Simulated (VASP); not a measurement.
# BN (P6_3/mmc) in VASP: settings compared

The runs below take BN through electric field gradients, with LDA, PBEsol.

All numbers are computed with VASP 6.6.1; they aren't measurements. Logs are shortened: lines on timing, memory, paths and dates and some standing lists are left out, and cuts for length are marked.

**1. The cell of the first run**

It takes space group P6_3/mmc (No. 194, hexagonal). The conventional cell has a = 2.498 Å, b = 2.498 Å, c = 6.636 Å, α = 90.00°, β = 90.00°, γ = 120.00°. Within 1.9 Å of B (site symmetry -6m2) lie 3 N at 1.44 Å. N (site symmetry -6m2) has 3 B at 1.44 Å within 1.9 Å.

**2. Electric field gradients, LDA**

Input file INCAR:

```
SYSTEM = BN
PREC     = Accurate       ! precision mode
ENCUT    = 520            ! plane-wave cutoff, eV
EDIFF    = 1E-8           ! SCF threshold, eV
ISMEAR   = -1             ! smearing method
SIGMA    = 0.02           ! smearing width, eV
LREAL    = .False.        ! projectors in reciprocal space
LASPH    = .True.         ! aspherical terms in the spheres
NELM     = 120            ! most SCF steps
ALGO     = Normal         ! electronic algorithm
ISIF     = 2              ! what is computed and relaxed
LWAVE    = .False.        ! write WAVECAR
LCHARG   = .False.        ! write CHGCAR
GGA      = CA             ! functional
LEFG     = .True.       
NBANDS   = 16             ! bands
GGA_COMPAT= .False.
```

Input file KPOINTS:

```
Automatic mesh
0
Gamma
  13 13 4
  0 0 0
```

Input file POSCAR:

```
BN
1.0
    2.4982400000      0.0000000000      0.0000000000
   -1.2491200000      2.1635393048      0.0000000000
    0.0000000000      0.0000000000      6.6357000000
B N
2 2
Direct
    0.3333333333      0.6666666667      0.2500000000
    0.6666666667      0.3333333333      0.7500000000
    0.3333333333      0.6666666667      0.7500000000
    0.6666666667      0.3333333333      0.2500000000
```

Potentials or basis: VASP PAW LDA potentials, release 64 (B, N).

On the command line:

```sh
$ cat potpaw_LDA.64/B/POTCAR potpaw_LDA.64/N/POTCAR > POTCAR
$ mpirun -np 1 vasp_std > vasp.out
```

OUTCAR:

```text
SYSTEM = BN
   PREC = Accurate
   ENCUT = 520
   EDIFF = 1E-8
   ISMEAR = -1
   LREAL = .False.
   LASPH = .True.
   NELM = 120
   ISIF = 2
   GGA = CA

 ion  position               nearest neighbor table
   1  0.333  0.667  0.250-   4 1.44   4 1.44   4 1.44
   2  0.667  0.333  0.750-   3 1.44   3 1.44   3 1.44
   3  0.333  0.667  0.750-   2 1.44   2 1.44   2 1.44
   4  0.667  0.333  0.250-   1 1.44   1 1.44   1 1.44

  LATTYP: Found a hexagonal cell.
 ALAT       =     2.4982400000
 C/A-ratio  =     2.6561499296

  Lattice vectors:

 A1 = (   2.4982400000,   0.0000000000,   0.0000000000)
 A2 = (  -1.2491200000,   2.1635393048,   0.0000000000)
 A3 = (   0.0000000000,   0.0000000000,   6.6357000000)

Analysis of symmetry for initial positions (statically):
=====================================================================
 Subroutine PRICEL returns:
 Original cell was already a primitive cell.

 Routine SETGRP: Setting up the symmetry group for a
 hexagonal supercell.

 Subroutine GETGRP returns: Found 24 space group operations
 (whereof 12 operations were pure point group operations)
 out of a pool of 24 trial point group operations.

The static configuration has the point symmetry D_3d.
 The point group associated with its full space group is D_6h.

Analysis of symmetry for dynamics (positions and initial velocities):
=====================================================================
 Subroutine PRICEL returns:
 Original cell was already a primitive cell.

 Routine SETGRP: Setting up the symmetry group for a
 hexagonal supercell.

 Subroutine GETGRP returns: Found 24 space group operations
 (whereof 12 operations were pure point group operations)
 out of a pool of 24 trial point group operations.

The dynamic configuration has the point symmetry D_3d.
 The point group associated with its full space group is D_6h.

 Subroutine INISYM returns: Found 24 space group operations
 (whereof 12 operations are pure point group operations),
 and found     1 'primitive' translations

----------------------------------------------------------------------------------------

                                     Primitive cell

  volume of cell :      35.8662

  direct lattice vectors                    reciprocal lattice vectors
     2.498240000  0.000000000  0.000000000     0.400281798  0.231102804  0.000000000
    -1.249120000  2.163539305  0.000000000     0.000000000  0.462205608  0.000000000
     0.000000000  0.000000000  6.635700000     0.000000000  0.000000000  0.150700002

  length of vectors
     2.498240000  2.498240000  6.635700000     0.462205608  0.462205608  0.150700002

  position of ions in fractional coordinates (direct lattice)
     0.333333333  0.666666667  0.250000000
     0.666666667  0.333333333  0.750000000
     0.333333333  0.666666667  0.750000000
     0.666666667  0.333333333  0.250000000

  ion indices of the primitive-cell ions
   primitive index   ion index
                 1           1
                 2           2
                 3           3
                 4           4

----------------------------------------------------------------------------------------

 KPOINTS: Automatic mesh

Automatic generation of k-mesh.
 Grid dimensions read from file:
 generate k-points for:   13   13    4

 Generating k-lattice:

  Cartesian coordinates                     Fractional coordinates (reciprocal lattice)
     0.030790908  0.017777139  0.000000000     0.076923077  0.000000000  0.000000000
     0.000000000  0.035554278  0.000000000     0.000000000  0.076923077  0.000000000
     0.000000000  0.000000000  0.037675000     0.000000000  0.000000000  0.250000000

  Length of vectors
     0.035554278  0.035554278  0.037675000

  Shift w.r.t. Gamma in fractional coordinates (k-lattice)
     0.000000000  0.000000000  0.000000000

 Subroutine IBZKPT returns following result:
 ===========================================

 Found     63 irreducible k-points:

 Following reciprocal coordinates:
            Coordinates               Weight
  0.000000  0.000000  0.000000      1.000000
  0.076923  0.000000  0.000000      6.000000
  0.153846  0.000000  0.000000      6.000000
  0.230769  0.000000  0.000000      6.000000
  0.307692  0.000000  0.000000      6.000000
  0.384615  0.000000  0.000000      6.000000
[... 16 lines left out ...]
  0.076923  0.000000  0.250000     12.000000
  0.153846  0.000000  0.250000     12.000000
 [... further k-points ...]
   k-points           NKPTS =     63   k-points in BZ     NKDIM =     63   number of bands    NBANDS=     16
   number of dos      NEDOS =    301   number of ions     NIONS =      4
   total plane-waves  NPLWV =  20000
   dimension x,y,z NGX =    20 NGY =   20 NGZ =   50
   dimension x,y,z NGXF=    40 NGYF=   40 NGZF=  100
   ions per type =               2   2
   NGX,Y,Z   is equivalent  to a cutoff of  13.31, 13.31, 12.53 a.u.
   NGXF,Y,Z  is equivalent  to a cutoff of  26.62, 26.62, 25.05 a.u.
 SYSTEM =  BN
   PREC   = accura    normal or accurate (medium, high low for compatibility)
   ISTART =      0    job   : 0-new  1-cont  2-samecut
   ICHARG =      2    charge: 1-file 2-atom 10-const
   ISPIN  =      1    spin polarized calculation?
   LNONCOLLINEAR =      F non collinear calculations
   LSORBIT =      F    spin-orbit coupling
   LASPH  =      T    aspherical Exc in radial PAW
   ENCUT  =  520.0 eV  38.22 Ry    6.18 a.u.   4.65  4.65 12.34*2*pi/ulx,y,z
   NELM   =    120;   NELMIN=  2; NELMDL= -5     # of ELM steps
   EDIFF  = 0.1E-07   stopping-criterion for ELM
   LREAL  =      F    real-space projection
   EDIFFG = 0.1E-06   stopping-criterion for IOM
   NSW    =      0    number of steps for IOM
   IBRION =     -1    ionic relax: 0-MD 1-quasi-New 2-CG
   NFREE  =      0    steps in history (QN), initial steepest desc. (CG)
   ISIF   =      2    stress and relaxation
   ISYM   =      2    0-nonsym 1-usesym 2-fastsym
   POTIM  = 0.5000    time-step for ionic-motion
   TEBEG  =    0.0;   TEEND  =   0.0 temperature during run
   PSTRESS=    0.0 pullay stress
   NELECT =      16.0000    total number of electrons
   NUPDOWN=      -1.0000    fix difference up-down
   EMIN   =  10.00;   EMAX   =-10.00  energy-range for DOS
   EFERMI =   0.00;   METHOD = LEGACY
   ISMEAR =    -1;   SIGMA  =   0.02  broadening in eV -4-tet -1-fermi 0-gaus
   EFERMI_NEDOS =   21; number of points for ismear=-14 and -15
   IALGO  =     38    algorithm
   IMIX   =      4    mixing-type and parameters
     AMIX     =   0.40;   BMIX     =  1.00
     AMIX_MAG =   1.60;   BMIX_MAG =  1.00
  volume/ion in A,a.u.               =       8.97        60.51
  Fermi-wavevector in a.u.,A,eV,Ry     =   1.250891  2.363842 21.289433  1.564729
  Thomas-Fermi vector in A             =   2.384864
   LORBIT       =      0    0 simple, 1 ext, 2 COOP (PROOUT), +10 PAW based schemes
   GGA     = CA    functional components
   LHFCALC =     F    Hartree Fock is set to
   AEXX    =    0.0000 exact exchange contribution
   IVDW    =     0    specifies the selected vdW correction
   LEPSILON=     F    determine dielectric tensor
   LRPA    =     F    only Hartree local field effects (RPA)
 non-spin polarized calculation
  energy-cutoff  :      520.00
  volume of cell :       35.87
 maximum number of plane-waves:       985
 NGX is ok and might be reduce to    20
   NGX =  9   NGY =  9   NGZ = 25

 number of electron      16.0000003 magnetization

 Free energy of the ion-electron system (eV)
  ---------------------------------------------------
  ext. energy  EPLUGINS =         0.00000000
  ---------------------------------------------------
  free energy    TOTEN  =       -38.57712417 eV

  energy without entropy =      -38.57712417  energy(sigma->0) =      -38.57712417

 E-fermi :   2.6822     XC(G=0): -10.5395

 val. band max:        2.2292278520   @ k =   0.3077   0.3077   0.0000
 cond. band min:       6.3315203409   @ k =   0.4615   0.0769   0.0000
 fundamental gap:      4.1022924889
 Fermi energy:         2.6821947009

 k-point     1 :       0.0000    0.0000    0.0000
  band No.  band energies     occupation
      1     -15.4490      2.00000
      2     -15.1328      2.00000
      3      -4.1865      2.00000
      4      -1.9673      2.00000
      5       0.8478      2.00000
      6       0.8478      2.00000
[... 8 lines left out ...]
     15      14.6284      0.00000
     16      15.1165      0.00000

 k-point     2 :       0.0769    0.0000    0.0000
  band No.  band energies     occupation
      1     -15.3323      2.00000
      2     -15.0203      2.00000
      3      -4.0254      2.00000
      4      -1.8229      2.00000
      5       0.3768      2.00000
      6       0.4101      2.00000
[... 8 lines left out ...]
     15      14.6866      0.00000
     16      15.0110      0.00000

 k-point     3 :       0.1538    0.0000    0.0000
  band No.  band energies     occupation
      1     -14.9872      2.00000
      2     -14.6882      2.00000
      3      -3.5467      2.00000
      4      -1.3970      2.00000
      5      -0.8496      2.00000
      6      -0.8115      2.00000
[... 8 lines left out ...]
     15      15.6975      0.00000
     16      15.9434      0.00000
[... 362 lines left out ...]
 k-point    23 :       0.0769    0.0000    0.2500
  band No.  band energies     occupation
      1     -15.2892      2.00000
      2     -15.0688      2.00000
      3      -3.7588      2.00000
      4      -2.2259      2.00000
      5       0.3830      2.00000
      6       0.4079      2.00000
[... 8 lines left out ...]
     15      14.7277      0.00000
     16      14.9519      0.00000

 k-point    24 :       0.1538    0.0000    0.2500
  band No.  band energies     occupation
      1     -14.9459      2.00000
      2     -14.7346      2.00000
      3      -3.2875      2.00000
      4      -1.7975      2.00000
      5      -0.8391      2.00000
      6      -0.8032      2.00000
[... 8 lines left out ...]
     15      15.5951      0.00000
     16      15.6793      0.00000

 [... further k-points ...]
[... 5 lines left out ...]
  --------------------------------------------------------------------------------------
  -------------------------------------------------------------------------------------
  Total       -0.7580655     -0.7580655     -0.1594243      0.0000000      0.0000000      0.0000000
  in kB      -33.8634823    -33.8634823     -7.1216302      0.0000000      0.0000000      0.0000000
  external PRESSURE =     -24.9495316 kB  Pullay stress =       0.0000000 kB

 VOLUME and BASIS-vectors are now :
 -----------------------------------------------------------------------------
  energy-cutoff  :      520.00
  volume of cell :       35.87
      direct lattice vectors                 reciprocal lattice vectors
     2.498240000  0.000000000  0.000000000     0.400281798  0.231102804  0.000000000
    -1.249120000  2.163539305  0.000000000     0.000000000  0.462205608  0.000000000
     0.000000000  0.000000000  6.635700000     0.000000000  0.000000000  0.150700002

 POSITION                                       TOTAL-FORCE (eV/Angst)
 -----------------------------------------------------------------------------------
     -0.00000      1.44236      1.65892        -0.000000      0.000000      0.000000
      1.24912      0.72118      4.97677         0.000000     -0.000000      0.000000
     -0.00000      1.44236      4.97677        -0.000000      0.000000      0.000000
      1.24912      0.72118      1.65892         0.000000     -0.000000      0.000000
 -----------------------------------------------------------------------------------
    total drift:                                0.000000     -0.000000      0.000000

  FREE ENERGIE OF THE ION-ELECTRON SYSTEM (eV)
  ---------------------------------------------------
  free  energy   TOTEN  =       -38.5771241724 eV

  energy  without entropy=      -38.5771241724  energy(sigma->0) =      -38.57712417

 Electric field gradients (V/A^2)
---------------------------------------------------------------------
 ion       V_xx      V_yy      V_zz      V_xy      V_xz      V_yz
---------------------------------------------------------------------
   1     -17.609   -17.609    35.217    -0.000    -0.000     0.000
   2     -17.609   -17.609    35.217    -0.000     0.000    -0.000
   3      -3.601    -3.600     7.201     0.001     0.000    -0.000
   4      -3.601    -3.600     7.201     0.001    -0.000     0.000
---------------------------------------------------------------------

 Electric field gradients after diagonalization (V/A^2)
 (convention: |V_zz| > |V_xx| > |V_yy|)
----------------------------------------------------------------------
 ion       V_xx      V_yy      V_zz     asymmetry (V_yy - V_xx)/ V_zz
----------------------------------------------------------------------
   1     -17.609   -17.609    35.217       0.000
   2     -17.609   -17.609    35.217       0.000
   3      -3.602    -3.600     7.201       0.000
   4      -3.602    -3.600     7.201       0.000
----------------------------------------------------------------------

           NMR quadrupolar parameters

 Cq : quadrupolar parameter    Cq=e*Q*V_zz/h
 eta: asymmetry parameters     (V_yy - V_xx)/ V_zz
 Q  : nuclear electric quadrupole moment in mb (millibarn)
----------------------------------------------------------------------
 ion       Cq(MHz)       eta       Q (mb)
----------------------------------------------------------------------
   1       0.085       0.000       1.000
   2       0.085       0.000       1.000
   3       0.017       0.000       1.000
   4       0.017       0.000       1.000
----------------------------------------------------------------------
```

Wall time 27 s (1 thread of Intel Xeon Platinum 8259CL at 2.50GHz (Skylake/Cascade Lake), shared host); peak memory 0.15 GiB.

Results:

- Free energy: -38.5771 eV
- Pressure: -2.5 GPa
- Band gap on the k mesh: 4.10 eV, indirect (least direct gap 4.52 eV)

Stress tensor (GPa, compression positive):
```
-3.39  0.00  0.00
 0.00 -3.39  0.00
 0.00  0.00 -0.71
```

Electric field gradients, principal values (V/Å²):
```csv
atom,least,middle,greatest (by size)
1 B,-17.609,-17.609,35.217
2 B,-17.609,-17.609,35.217
3 N,-3.600,-3.602,7.201
4 N,-3.600,-3.602,7.201
```

Caveat: without QUAD_EFG the Cq values of the log hold for a quadrupole moment of 1 mb, not for the nuclei.

**3. Electric field gradients, PBEsol**

Input file INCAR:

```
  PREC = Accurate
  ENCUT = 520
  EDIFF = 1E-8
  ISMEAR = -1
  SIGMA = 0.02
  LREAL = F
  LASPH = T
  NELM = 120
  ALGO = Normal
  ISIF = 2
  LWAVE = F
  LCHARG = F
  GGA = PS
  LEFG = T
  NBANDS = 16
  GGA_COMPAT = F
```

Input file KPOINTS:

```
regular mesh
0
Gamma
  15 15 5
```

POSCAR is that of step 2.

Potentials or basis: VASP PAW PBE potentials, release 64 (B, N).

On the command line:

```sh
$ cat potpaw_PBE.64/B/POTCAR potpaw_PBE.64/N/POTCAR > POTCAR
$ mpirun -np 1 vasp_std > vasp.out
```

OUTCAR:

```text
PREC = Accurate
   ENCUT = 520
   EDIFF = 1E-8
   ISMEAR = -1
   LREAL = F
   LASPH = T
   NELM = 120
   ISIF = 2
   GGA = PS

 ion  position               nearest neighbor table
   1  0.333  0.667  0.250-   4 1.44   4 1.44   4 1.44
   2  0.667  0.333  0.750-   3 1.44   3 1.44   3 1.44
   3  0.333  0.667  0.750-   2 1.44   2 1.44   2 1.44
   4  0.667  0.333  0.250-   1 1.44   1 1.44   1 1.44

  LATTYP: Found a hexagonal cell.
 ALAT       =     2.4982400000
 C/A-ratio  =     2.6561499296

  Lattice vectors:

[... 682 lines left out ...]

 Electric field gradients (V/A^2)
---------------------------------------------------------------------
 ion       V_xx      V_yy      V_zz      V_xy      V_xz      V_yz
---------------------------------------------------------------------
   1     -17.417   -17.417    34.833     0.000    -0.000     0.000
   2     -17.417   -17.417    34.833     0.000     0.000    -0.000
   3      -2.426    -2.427     4.853    -0.001     0.000    -0.000
   4      -2.426    -2.427     4.853    -0.001    -0.000     0.000
---------------------------------------------------------------------

 Electric field gradients after diagonalization (V/A^2)
 (convention: |V_zz| > |V_xx| > |V_yy|)
----------------------------------------------------------------------
 ion       V_xx      V_yy      V_zz     asymmetry (V_yy - V_xx)/ V_zz
----------------------------------------------------------------------
   1     -17.417   -17.417    34.833       0.000
   2     -17.417   -17.417    34.833       0.000
   3      -2.427    -2.426     4.853       0.000
   4      -2.427    -2.426     4.853       0.000
----------------------------------------------------------------------

           NMR quadrupolar parameters

 Cq : quadrupolar parameter    Cq=e*Q*V_zz/h
 eta: asymmetry parameters     (V_yy - V_xx)/ V_zz
 Q  : nuclear electric quadrupole moment in mb (millibarn)
----------------------------------------------------------------------
 ion       Cq(MHz)       eta       Q (mb)
----------------------------------------------------------------------
   1       0.084       0.000       1.000
   2       0.084       0.000       1.000
   3       0.012       0.000       1.000
   4       0.012       0.000       1.000
----------------------------------------------------------------------
```

Run time: 40 s. Hardware: 1 thread of Intel Xeon Platinum 8259CL at 2.50GHz (Skylake/Cascade Lake), shared host; peak memory 0.17 GiB.

What came out:

```
Free energy            : -36.5629 eV
Pressure               : 2.5 GPa
Band gap on the k mesh : 4.20 eV, indirect (least direct gap 4.61 eV)
```

Stress tensor (GPa, compression positive):
```
3.29 0.00 0.00
0.00 3.29 0.00
0.00 0.00 0.79
```

Electric field gradients, principal values (V/Å²):
```tsv
atom	least	middle	greatest (by size)
1 B	-17.417	-17.417	34.833
2 B	-17.417	-17.417	34.833
3 N	-2.426	-2.427	4.853
4 N	-2.426	-2.427	4.853
```

Caveat: without QUAD_EFG the Cq values of the log hold for a quadrupole moment of 1 mb, not for the nuclei; the PAW data sets were made with another functional, which shifts forces and pressure a little; this functional lacks dispersion, which binds the layers, so the pressure and a relaxed spacing across them are unreliable.
